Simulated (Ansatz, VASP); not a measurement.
## Fe: VASP beside Ansatz

```
Fe
1.0
     2.52160    0.00000    0.00000
    -1.26080    2.18377    0.00000
     0.00000    0.00000    4.38743
Fe
2
Cartesian
  0.0000 1.4558 1.0969
  1.2608 0.7279 3.2906
```

Alike in both runs: functional PBE; k mesh 9 × 9 × 4; occupations gaussian, width 0.1 eV; collinear spin.

Ansatz relaxed the structure, and its values are those at the end. VASP's run is a single point on that final structure, the one shown.

|  | VASP | Ansatz |
| --- | --- | --- |
| version | VASP 6.6.1 | Ansatz 0.2.0 |
| potentials or method | VASP PAW PBE potentials, release 64 (Fe), cutoff 520 eV | scalar-relativistic, plane waves, PAW |
| valence electrons in the cell | 16 | 32 |

|  | VASP | Ansatz | Ansatz less VASP |
| --- | --- | --- | --- |
| gap on the k mesh at the Fermi level (eV) | none | none | - |
| pressure (GPa) | -0.3 | -0.1 | +0.22 |
| net moment per atom (μB) | 2.59 | 2.59 | +0.001 |
| size of the moment on the site where the two differ most (μB) | 2.57 | 2.61 | +0.034 |

Site moments also hang on the region over which each program counts them. A gap of «none» marks a metal or a gap that the smearing closes. VASP's potentials hold 16 valence electrons a cell and Ansatz's 32, so a difference there can come from the potentials and not from the codes.
